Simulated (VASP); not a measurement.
A run of VASP 6.6.1 is set up as follows.

The input INCAR:

```
SYSTEM = KTa6
ALGO = Normal
DIPOL = 0.5 0.5 0.354
EDIFF = 1E-6
ENCUT = 520
GGA = PS
IDIPOL = 3
ISIF = 2
ISMEAR = 0
LASPH = .True.
LCHARG = .True.
LDIPOL = .True.
LELF = .True.
LREAL = .False.
LVACPOTAV = .True.
LVHAR = .True.
LWAVE = .False.
NBANDS = 46
NELM = 60
PREC = Accurate
SIGMA = 0.1
```

Contents of KPOINTS:

```
k-points
0
Gamma
  6 6 1
  0 0 0
```

File POSCAR:

```
KTa6
1.0
    4.6392671641      0.0000000000      0.0000000000
   -2.3196335821      4.0177232191      0.0000000000
    0.0000000000      0.0000000000     19.9438808552
Ta K
6 1
Direct
    0.6666666667      0.3333333333      0.2005627706
    0.3333333334      0.6666666667      0.2480453268
    0.0000000000      0.0000000000      0.2955278831
    0.6666666667      0.3333333333      0.3400187737
    0.3333333334      0.6666666667      0.3814681521
    0.0000000000      0.0000000000      0.4233820346
    0.1111111111      0.2222222222      0.5877301499
```

Potentials or basis: VASP PAW PBE potentials, release 64 (Ta_pv, K_sv).

Run with:

```console
$ cat potpaw_PBE.64/Ta_pv/POTCAR potpaw_PBE.64/K_sv/POTCAR > POTCAR
$ mpirun -np 1 vasp_std > vasp.out
```

**Question.** What does it give for the band gap on the k mesh?

**Answer.** Zero (an odd number of electrons rules out a gap without spin polarisation).

**Question.** Estimate the largest force.

**Answer.** 1.814 eV/Å.

Forces on the atoms (eV/Å):
```
Ta   0.000  0.011  1.814
Ta   0.000 -0.002 -0.047
Ta   0.000 -0.012 -1.814
Ta   0.000  0.021  0.060
Ta   0.000 -0.009  0.244
Ta   0.000 -0.208 -0.259
K    0.000  0.199  0.002
```

Caveat: the PAW data sets were made with another functional, which shifts forces and pressure a little; spin-orbit coupling is left out, which moves the levels of the heavy elements.
